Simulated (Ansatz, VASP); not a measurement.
**Na in VASP and in Ansatz**

File INCAR:

```
ALGO = Normal ; EDIFF = 1E-6
ENCUT = 520 ; GGA = PS
ISIF = 2 ; ISMEAR = -1
LASPH = True ; LCHARG = True
LELF = True ; LREAL = False
LVHAR = True ; LWAVE = False
NBANDS = 14 ; NELM = 100
PREC = Accurate ; SIGMA = 0.05
```

File KPOINTS:

```
k-points
0
Gamma
  13 13 7
```

POSCAR

```
Na
1.0
    3.8165724849      0.0000000000      0.0000000000
   -1.9082862425      3.3052487273      0.0000000000
    0.0000000000      0.0000000000      6.2349829711
Na
2
Direct
    0.3333333333      0.6666666667      0.2500000000
    0.6666666667      0.3333333333      0.7500000000
```

Input for Ansatz:

```yaml
crystal:
  lattice:
    - [3.8165724849, 0.0, 0.0]
    - [-1.9082862425, 3.3052487273, 0.0]
    - [0.0, 0.0, 6.2349829711]
  atoms:
    - { symbol: Na, position: [0.3333333333, 0.6666666667, 0.25] }
    - { symbol: Na, position: [0.6666666667, 0.3333333333, 0.75] }
kpoints:
  mp_grid: { grid: [13, 13, 7] }
scf:
  occupations: { method: fermi_dirac, width: 0.05 }
hamiltonian:
  xc: pbesol
  pseudopotentials: { kind: all_electron, lapw: { basis_error: 0.00025 } }
output:
  forces: true
  stress: true
  eigenvalues: true
```

Change from the starting cell: volume scaled by 1.04.

Alike in both runs: task single point; functional PBEsol; k mesh 13 × 13 × 7; occupations fermi-dirac, width 0.05 eV; no spin polarisation.

|  | VASP | Ansatz |
| --- | --- | --- |
| version | VASP 6.6.1 | Ansatz 0.2.0 |
| potentials or method | VASP PAW PBE potentials, release 64 (Na_pv), cutoff 520 eV | all-electron LAPW, scalar-relativistic |

```csv
,VASP,Ansatz,Ansatz less VASP
pressure (GPa),-0.5,-0.5,-0.03
"traceless stress, the component that is largest in VASP (GPa)",0.07,0.07,-0.001
```

VASP's potentials were made for PBE, not for PBEsol. Ansatz ran all-electron here, and VASP with PAW potentials.
